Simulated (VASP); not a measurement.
# TiB2 (P6/mmm) in VASP: elastic constants with PBE

Aim: the elastic constants of TiB2 with PBE.

Everything below comes from runs of VASP 6.6.1. Logs are shortened: lines on timing, memory, paths and dates and some standing lists are left out, and cuts for length are marked.

## Step 1: The cell of the first run

It takes space group P6/mmm (No. 191, hexagonal). Conventional cell: a = 3.033 Å, b = 3.033 Å, c = 3.224 Å, α = 90.00°, β = 90.00°, γ = 120.00°. Within 3.3 Å of Ti (site symmetry 6/mmm) lie 12 B at 2.38 Å and 8 Ti at 3.03 to 3.22 Å. B (site symmetry -6m2) has 3 B at 1.75 Å and 6 Ti at 2.38 Å within 2.4 Å.

## Step 2: Elastic constants, PBE

INCAR reads:

```
ALGO     = Normal         # electronic algorithm
EDIFF    = 1E-8           # SCF threshold, eV
ENCUT    = 600            # plane-wave cutoff, eV
GGA      = PE             # functional
IBRION   = 6              # ionic algorithm
ISIF     = 3              # what is computed and relaxed
ISMEAR   = -1             # smearing method
LASPH    = True           # aspherical terms in the spheres
LCHARG   = False          # write CHGCAR
LREAL    = False          # projectors in reciprocal space
LWAVE    = False          # write WAVECAR
NBANDS   = 16             # bands
NELM     = 80             # most SCF steps
NFREE    = 2            
NSW      = 1              # ionic steps
POTIM    = 0.015          # step
PREC     = Accurate       # precision mode
SIGMA    = 0.15           # smearing width, eV
```

KPOINTS reads:

```
k-points
0
Gamma
  15 15 14
```

POSCAR reads:

```
TiB2
1.0
    3.0326759461      0.0000000029      0.0000000000
   -1.5163379756      2.6263744093      0.0000000000
    0.0000000000      0.0000000000      3.2238478811
Ti B
1 2
Direct
    0.0000000000      0.0000000000      0.0000000000
    0.3333333333      0.6666666667      0.5000000000
    0.6666666667      0.3333333333      0.5000000000
```

Potentials or basis: VASP PAW PBE potentials, release 64 (Ti_sv, B).

Started as:

```console
$ cat potpaw_PBE.64/Ti_sv/POTCAR potpaw_PBE.64/B/POTCAR > POTCAR
$ mpirun -np 1 vasp_std > vasp.out
```

OUTCAR:

```text
EDIFF = 1E-8
   ENCUT = 600
   GGA = PE
   IBRION = 6
   ISIF = 3
   ISMEAR = -1
   LASPH = True
   LREAL = False
   NELM = 80
   NFREE = 2
   NSW = 1
   POTIM = 0.015
   PREC = Accurate

 ion  position               nearest neighbor table
   1  0.000  0.000  0.000-   2 2.38   3 2.38   2 2.38   3 2.38   3 2.38   3 2.38   2 2.38   2 2.38
                             3 2.38   3 2.38   2 2.38   2 2.38
   2  0.333  0.667  0.500-   3 1.75   3 1.75   3 1.75   1 2.38   1 2.38   1 2.38   1 2.38   1 2.38
                             1 2.38
   3  0.667  0.333  0.500-   2 1.75   2 1.75   2 1.75   1 2.38   1 2.38   1 2.38   1 2.38   1 2.38
                             1 2.38

  LATTYP: Found a hexagonal cell.
 ALAT       =     3.0326759461
 C/A-ratio  =     1.0630373764

  Lattice vectors:

 A1 = (   3.0326759461,   0.0000000029,   0.0000000000)
 A2 = (  -1.5163379756,   2.6263744093,   0.0000000000)
 A3 = (   0.0000000000,   0.0000000000,   3.2238478811)

Analysis of symmetry for initial positions (statically):
=====================================================================
 Subroutine PRICEL returns:
 Original cell was already a primitive cell.

 Routine SETGRP: Setting up the symmetry group for a
 hexagonal supercell.

 Subroutine GETGRP returns: Found 24 space group operations
 (whereof 24 operations were pure point group operations)
 out of a pool of 24 trial point group operations.

The static configuration has the point symmetry D_6h.

Analysis of symmetry for dynamics (positions and initial velocities):
=====================================================================
 Subroutine PRICEL returns:
 Original cell was already a primitive cell.

 Routine SETGRP: Setting up the symmetry group for a
 hexagonal supercell.

 Subroutine GETGRP returns: Found 24 space group operations
 (whereof 24 operations were pure point group operations)
 out of a pool of 24 trial point group operations.

The dynamic configuration has the point symmetry D_6h.

 Subroutine INISYM returns: Found 24 space group operations
 (whereof 24 operations are pure point group operations),
 and found     1 'primitive' translations

----------------------------------------------------------------------------------------

                                     Primitive cell

  volume of cell :      25.6778

  direct lattice vectors                    reciprocal lattice vectors
     3.032675946  0.000000003  0.000000000     0.329741791  0.190376513  0.000000000
    -1.516337976  2.626374409  0.000000000    -0.000000000  0.380753024  0.000000000
     0.000000000  0.000000000  3.223847881     0.000000000  0.000000000  0.310188333

  length of vectors
     3.032675946  3.032675946  3.223847881     0.380753024  0.380753024  0.310188333

  position of ions in fractional coordinates (direct lattice)
     0.000000000  0.000000000  0.000000000
     0.333333333  0.666666667  0.500000000
     0.666666667  0.333333333  0.500000000

  ion indices of the primitive-cell ions
   primitive index   ion index
                 1           1
                 2           2
                 3           3

----------------------------------------------------------------------------------------

 KPOINTS: k-points

Automatic generation of k-mesh.
 Grid dimensions read from file:
 generate k-points for:   15   15   14

[... 102 lines left out ...]

 number of electron      18.0000002 magnetization

 Free energy of the ion-electron system (eV)
  ---------------------------------------------------
  ext. energy  EPLUGINS =         0.00000000
  ---------------------------------------------------
  free energy    TOTEN  =       -24.44564803 eV

  energy without entropy =      -24.41471317  energy(sigma->0) =      -24.43018060

------------------------ aborting loop because EDIFF is reached ----------------------------------------

  FORCE on cell =-STRESS in cart. coord.  units (eV):
  Direction    XX          YY          ZZ          XY          YZ          ZX
  --------------------------------------------------------------------------------------
  -------------------------------------------------------------------------------------
  Total        0.0277027      0.0277027      0.0279901     -0.0000000      0.0000000      0.0000000
  in kB        1.7285245      1.7285245      1.7464599     -0.0000000      0.0000000      0.0000000
  external PRESSURE =       1.7345029 kB  Pullay stress =       0.0000000 kB
[... 92 lines left out ...]
  FREE ENERGIE OF THE ION-ELECTRON SYSTEM (eV)
  ---------------------------------------------------
  free  energy   TOTEN  =       -24.4330919003 eV

  energy  without entropy=      -24.4030099402  energy(sigma->0) =      -24.41805092

 E-fermi :  10.1488     XC(G=0): -12.8410

 val. band max:       10.1118007103   @ k =   0.4000   0.2000   0.0000
 cond. band min:      10.1524763124   @ k =   0.0000   0.0000   0.3571
 fundamental gap:      0.0406756022
 Fermi energy:        10.1487536562

 k-point     1 :       0.0000    0.0000    0.0000
  band No.  band energies     occupation
      1     -46.7348      2.00000
      2     -23.0765      2.00000
      3     -22.7825      2.00000
      4     -22.7825      2.00000
      5      -3.4038      2.00000
      6       7.4106      2.00000
[... 435 lines left out ...]
      5       1.1898      2.00000
      6       1.2914      2.00000
[... 8 lines left out ...]
     15      19.1295      0.00000
     16      20.1454      0.00000

 [... further k-points ...]

[... ionic steps 4 to 18 ...]

--------------------------------------- Ionic step       19  -------------------------------------------

 number of electron      18.0000002 magnetization

------------------------ aborting loop because EDIFF is reached ----------------------------------------
[... 69 lines left out ...]
--------------------------------------- Ionic step       21  -------------------------------------------

 number of electron      18.0000002 magnetization

 Free energy of the ion-electron system (eV)
  ---------------------------------------------------
  ext. energy  EPLUGINS =         0.00000000
  ---------------------------------------------------
  free energy    TOTEN  =       -24.44455452 eV

  energy without entropy =      -24.41362617  energy(sigma->0) =      -24.42909034

 E-fermi :   9.9833     XC(G=0): -12.7646

 val. band max:        9.9800174007   @ k =   0.2667   0.2000   0.0000
 cond. band min:      10.0203304274   @ k =   0.2000   0.2000   0.1429
 fundamental gap:      0.0403130267
 Fermi energy:         9.9832931952

 k-point     1 :       0.0000    0.0000    0.0000
  band No.  band energies     occupation
      1     -46.9623      2.00000
      2     -23.3130      2.00000
      3     -23.0026      2.00000
      4     -23.0026      2.00000
      5      -3.5089      2.00000
      6       7.3742      2.00000
[... 477 lines left out ...]
  FREE ENERGIE OF THE ION-ELECTRON SYSTEM (eV)
  ---------------------------------------------------
  free  energy   TOTEN  =       -24.4445545165 eV

  energy  without entropy=      -24.4136261727  energy(sigma->0) =      -24.42909034

 INTERNAL STRAIN TENSORS FROM STRAINED CELLS
 ============================================

 INTERNAL STRAIN TENSOR FOR ION    1 for displacements in x,y,z  (eV/Angst):
          X           Y           Z          XY          YZ          ZX
  --------------------------------------------------------------------------------
  x    -0.00000     0.00000    -0.00000     0.00000     0.00000     0.00000
  y     0.00000    -0.00000    -0.00000     0.00000     0.00000     0.00000
  z     0.00000     0.00000    -0.00000     0.00000    -0.00000     0.00000

 INTERNAL STRAIN TENSORS FROM DISPLACED ATOMS
 ============================================

 INTERNAL STRAIN TENSOR FOR ION    1 for displacements in x,y,z  (eV/Angst):
          X           Y           Z          XY          YZ          ZX
  --------------------------------------------------------------------------------
  x     0.00000     0.00000     0.00000     0.00000     0.00000     0.00000
  y     0.00000     0.00000     0.00000     0.00000     0.00000     0.00000
  z     0.00000     0.00000     0.00000     0.00000     0.00000     0.00000

 INTERNAL STRAIN TENSOR FOR ION    3 for displacements in x,y,z  (eV/Angst):
          X           Y           Z          XY          YZ          ZX
  --------------------------------------------------------------------------------
  x    -0.00000     0.00000     0.00000     3.13424     0.00000     0.00000
  y     3.13424    -3.13424     0.00000     0.00000     0.00000     0.00000
  z     0.00000     0.00000     0.00000     0.00000    -0.00000    -0.00000

 Eigenvectors and eigenvalues of the dynamical matrix
 ----------------------------------------------------

   1 f  =   26.575540 THz   166.979040 2PiTHz  886.464582 cm-1   109.907551 meV
             X         Y         Z           dx          dy          dz
      0.000000  0.000000  0.000000    -0.000000    0.000000   -0.000000
     -0.000000  1.750916  1.611924     0.598935   -0.375867    0.000000
      1.516338  0.875458  1.611924    -0.598935    0.375867    0.000000
[... 43 lines left out ...]
   9 f/i=    0.002810 THz     0.017657 2PiTHz    0.093737 cm-1     0.011622 meV
             X         Y         Z           dx          dy          dz
      0.000000  0.000000  0.000000    -0.000000    0.000000    0.829898
     -0.000000  1.750916  1.611924    -0.000000    0.000000    0.394505
      1.516338  0.875458  1.611924    -0.000000    0.000000    0.394505

--------------------------------------------------------------------------------------------------------

 ELASTIC MODULI CONTR FROM IONIC RELAXATION (kBar)
 Direction    XX          YY          ZZ          XY          YZ          ZX
 --------------------------------------------------------------------------------
 XX         -39.2390     39.2390     -0.0000      0.0000      0.0000      0.0000
 YY          39.2390    -39.2390      0.0000      0.0000     -0.0000     -0.0000
 ZZ          -0.0000      0.0000     -0.0000     -0.0000      0.0000      0.0000
 XY           0.0000      0.0000     -0.0000    -39.2390      0.0000      0.0000
 YZ           0.0000     -0.0000      0.0000      0.0000     -0.0000     -0.0000
 ZX           0.0000     -0.0000      0.0000      0.0000     -0.0000     -0.0000
 --------------------------------------------------------------------------------

 TOTAL ELASTIC MODULI (kBar)
 Direction    XX          YY          ZZ          XY          YZ          ZX
 --------------------------------------------------------------------------------
 XX        6509.5586    673.2351   1015.3315     -0.0000      0.0000      0.0000
 YY         673.2351   6509.5586   1015.3315     -0.0000     -0.0000     -0.0000
 ZZ        1015.3315   1015.3315   4521.9876     -0.0000      0.0000     -0.0000
 XY          -0.0000     -0.0000     -0.0000   2918.1618      0.0000     -0.0000
 YZ          -0.0000     -0.0000      0.0000      0.0000   2582.2578     -0.0000
 ZX           0.0000     -0.0000     -0.0000      0.0000     -0.0000   2582.2576
 --------------------------------------------------------------------------------
```

It took 86 min on 1 thread of Oxide Virtual Turin-like, shared host; peak memory 0.8 GiB.

What came out:

```yaml
Voigt_bulk_modulus: 255 GPa
Highest_phonon_frequency_at_Γ: 886 cm⁻¹
```

Phonon frequencies in cm⁻¹ (negative: imaginary):
| q point | frequencies |
| --- | --- |
| (0.000, 0.000, 0.000) | 0 0 0 510 510 512 556 886 886 |

Elastic tensor in Voigt notation (GPa, in the Cartesian axes of the cell as first typed):
```
651  67 102   0   0   0
 67 651 102   0   0   0
102 102 452   0   0   0
  0   0   0 258   0   0
  0   0   0   0 258   0
  0   0   0   0   0 292
```

Clamped-ion elastic tensor (GPa):
```
655  63 102   0   0   0
 63 655 102   0   0   0
102 102 452   0   0   0
  0   0   0 258   0   0
  0   0   0   0 258   0
  0   0   0   0   0 296
```
